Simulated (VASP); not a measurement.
C, 2 atoms in the cell. Symmetry: C2/m, No. 12, monoclinic system. The conventional cell has a = 4.255 Å, b = 2.457 Å, c = 3.765 Å, α = 90.00°, β = 111.49°, γ = 90.00°. Within 1.9 Å of C (site symmetry m) lie 3 C at 1.42 Å. 

* Program: VASP 6.6.1
* Task: relaxation of cell and atoms
* Functional: LDA
* Potentials or basis: VASP PAW LDA potentials, release 64 (C)
* Cutoff: 600 eV
* k mesh: 16 × 16 × 10
* Occupations: fermi-dirac, width 0.1 eV
* Spin: no spin polarisation
* Dipole correction: no
* Further INCAR settings: ALGO = Normal; EDIFF = 1e-06; IBRION = 2; EDIFFG = -0.002; NSW = 100; ISIF = 3

Potentials or basis: VASP PAW LDA potentials, release 64 (C).

The run is started by

```sh
$ cat potpaw_LDA.64/C/POTCAR > POTCAR
$ mpirun -np 1 vasp_std > vasp.out
```

Hardware: 1 thread of Intel(R) Xeon(R) Platinum 8259CL CPU @ 2.50GHz (Skylake/Cascade Lake), with other jobs on the host.

Problem. Estimate the wall time of this run.

Solution. Run time: 13 min on 1 thread of Intel(R) Xeon(R) Platinum 8259CL CPU @ 2.50GHz (Skylake/Cascade Lake) (shared host), peak memory 0.2 GiB. Counts: scf iterations 114, k points 690, ion steps 28.
